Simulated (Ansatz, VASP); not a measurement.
**Si: VASP beside Ansatz**

The input POSCAR:

```
Si
1.0
    5.4194966628     -0.2501389470     -0.0779503424
    0.2501389470     -5.0336712456     -0.2329323689
    0.0779503424     -0.2329323689     -5.4091158475
Si
8
Direct
    0.4876465545      1.0538827380      0.9555015311
   -0.0018794382      0.4595015081      1.0081709907
    0.0044938809      1.0424706859      0.5332381308
    0.5101170481      0.5029493623      0.5086642500
    0.7015141821      0.7384882284      0.7448476004
    0.2862141841      0.2266214113      0.7689334824
    0.2446710792      0.7318356442      0.2717838564
    0.7672225093      0.2442504219      0.2088601582
```

Contents of INCAR.step1:

```
  PREC = Accurate
  ENCUT = 520
  ISMEAR = 0
  SIGMA = 0.05
  LREAL = False
  LASPH = True
  NELM = 80
  NBANDS = 26
  GGA = PE
  ALGO = Normal
  EDIFF = 1E-4
  LWAVE = True
  LCHARG = False
```

Contents of INCAR.step2:

```
  PREC = Accurate
  ENCUT = 520
  EDIFF = 1E-7
  ISMEAR = 0
  SIGMA = 0.05
  LREAL = False
  LASPH = True
  NELM = 80
  ALGO = Normal
  ISIF = 2
  LWAVE = False
  LCHARG = False
  METAGGA = R2SCAN
  LMIXTAU = True
  NBANDS = 26
  ISTART = 1
```

File KPOINTS:

```
regular mesh
0
Gamma
  6 6 6
```

Input for Ansatz:

```yaml
crystal:
  lattice:
    - [5.4194966628, -0.250138947, -0.0779503424]
    - [0.250138947, -5.0336712456, -0.2329323689]
    - [0.0779503424, -0.2329323689, -5.4091158475]
  atoms:
    - { symbol: Si, position: [0.4876465545, 1.053882738, 0.9555015311] }
    - { symbol: Si, position: [-0.0018794382, 0.4595015081, 1.0081709907] }
    - { symbol: Si, position: [0.0044938809, 1.0424706859, 0.5332381308] }
    - { symbol: Si, position: [0.5101170481, 0.5029493623, 0.50866425] }
    - { symbol: Si, position: [0.7015141821, 0.7384882284, 0.7448476004] }
    - { symbol: Si, position: [0.2862141841, 0.2266214113, 0.7689334824] }
    - { symbol: Si, position: [0.2446710792, 0.7318356442, 0.2717838564] }
    - { symbol: Si, position: [0.7672225093, 0.2442504219, 0.2088601582] }
basis:
  ecutwfc: 500
kpoints:
  mp_grid: { grid: [6, 6, 6] }
hamiltonian:
  xc: r2scan
scf:
  occupations: { method: gaussian, width: 0.05 }
output:
  forces: true
  stress: true
  eigenvalues: true
```

Change from the starting cell: all atoms moved at random (sigma 0.15 Å a component), cell strained at random (sigma 0.05).

Alike in both runs: task single point; functional r2SCAN; k mesh 6 × 6 × 6; occupations gaussian, width 0.05 eV; no spin polarisation.

|  | VASP | Ansatz |
| --- | --- | --- |
| version | VASP 6.6.1 | Ansatz 0.2.0 |
| potentials or method | VASP PAW PBE potentials, release 64 (Si), cutoff 520 eV | scalar-relativistic, plane waves, PAW |
| valence electrons in the cell | 32 | 32 |

```csv
,VASP,Ansatz,Ansatz less VASP
gap on the k mesh at the Fermi level (eV),none,none,-
pressure (GPa),24.5,24.9,+0.44
"traceless stress, the component that is largest in VASP (GPa)",-21.46,-21.59,-0.135
rms of the force components (eV/Å),8.215,8.316,+0.1013
```

VASP's potentials were made for PBE, not for r2SCAN. Atom by atom the forces differ by 0.103 eV/Å (rms over components). A gap of «none» marks a metal or a gap that the smearing closes. With one functional, cell and mesh, what is left measures potentials, basis and numerics.
